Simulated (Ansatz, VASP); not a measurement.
# Two plane-wave programs on SiGe5

File INCAR:

```
SYSTEM = SiGe5
  PREC = Accurate
  ENCUT = 520
  EDIFF = 1E-7
  ISMEAR = 0
  SIGMA = 0.01
  LREAL = .FALSE.
  LASPH = .TRUE.
  NELM = 100
  ALGO = Normal
  ISIF = 2
  LWAVE = .FALSE.
  LCHARG = .TRUE.
  GGA = PE
  LELF = .TRUE.
  LVHAR = .TRUE.
  NBANDS = 46
```

File KPOINTS:

```
regular mesh
0
G
  6 6 2
  0 0 0
```

The input POSCAR:

```
SiGe5
1.0
    3.9513578990      0.0000000000      0.0000000000
   -1.9756789495      3.4219763200      0.0000000000
    0.0000000000      0.0000000000      9.6796201207
Si Ge
1 5
Direct
    0.0000000000      0.0000000000      0.0001388545
    0.6666666667      0.3333333333      0.6685092886
    0.3333333333      0.6666666667      0.3313839632
    0.6666666667      0.3333333333      0.9211499591
    0.3333333333      0.6666666667      0.5831655750
    0.0000000000      0.0000000000      0.2456523596
```

Input for Ansatz:

```yaml
crystal:
  lattice:
    - [3.951357899, 0.0, 0.0]
    - [-1.9756789495, 3.42197632, 0.0]
    - [0.0, 0.0, 9.6796201207]
  atoms:
    - { symbol: Si, position: [0.0, 0.0, 0.0001388545] }
    - { symbol: Ge, position: [0.6666666667, 0.3333333333, 0.6685092886] }
    - { symbol: Ge, position: [0.3333333333, 0.6666666667, 0.3313839632] }
    - { symbol: Ge, position: [0.6666666667, 0.3333333333, 0.9211499591] }
    - { symbol: Ge, position: [0.3333333333, 0.6666666667, 0.583165575] }
    - { symbol: Ge, position: [0.0, 0.0, 0.2456523596] }
kpoints:
  mp_grid: { grid: [6, 6, 2] }
hamiltonian:
  xc: pbe
scf:
  occupations: { method: fixed }
  n_extra_bands: 5
output:
  forces: true
  stress: true
  eigenvalues: true
```

Alike in both runs: task single point; functional PBE; k mesh 6 × 6 × 2; no spin polarisation.

|  | VASP | Ansatz |
| --- | --- | --- |
| version | VASP 6.6.1 | Ansatz 0.2.0 |
| potentials or method | VASP PAW PBE potentials, release 64 (Si, Ge_d) | plane waves, PAW |
| plane-wave cutoff (eV) | 520 | 420 |
| occupations | gaussian, width 0.01 eV | fixed |
| valence electrons in the cell | 74 | 74 |

```tsv
	VASP	Ansatz	Ansatz less VASP
gap on the k mesh at the Fermi level (eV)	0.43	0.42	-0.005
pressure (GPa)	4.4	4.5	+0.08
traceless stress, the component that is largest in VASP (GPa)	-0.32	-0.32	-0.001
rms of the force components (eV/Å)	0.013	0.013	+0.0005
```

Atom by atom the forces differ by 0.001 eV/Å (rms over components).
